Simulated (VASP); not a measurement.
Crystal: BN.

```
B N
1.0
     2.54000    0.00000    0.00000
    -1.27000    2.19970    0.00000
     0.00000    0.00000    6.59800
B N
2 2
Direct
  0.33333 0.66667 0.25000
  0.66667 0.33333 0.75000
  0.33333 0.66667 0.75000
  0.66667 0.33333 0.25000
```

Base run:

- Program: VASP 6.6.1
- Functional: PBEsol
- Potentials or basis: VASP PAW PBE potentials, release 64 (B, N)
- Cutoff: 520 eV
- k mesh: 13 × 13 × 5
- Occupations: fermi-dirac, width 0.02 eV
- Spin: no spin polarisation

Its results: band gap on the k mesh 4.11 eV, indirect (least direct gap 4.46 eV); pressure -9.0 GPa.

Task: The run is repeated on the same cell with these changes: functional from PBEsol to LDA; potentials or basis from VASP PAW PBE potentials, release 64 (B, N) to VASP PAW LDA potentials, release 64 (B, N). What comes out?

Result: Band gap on the k mesh 4.01 eV, indirect (least direct gap 4.37 eV); pressure -13.7 GPa.

Caveats: the PAW data sets were made with another functional, which shifts forces and pressure a little (some runs); this functional lacks dispersion, which binds the layers, so the pressure and a relaxed spacing across them are unreliable (some runs).

A k mesh can miss the band edges.
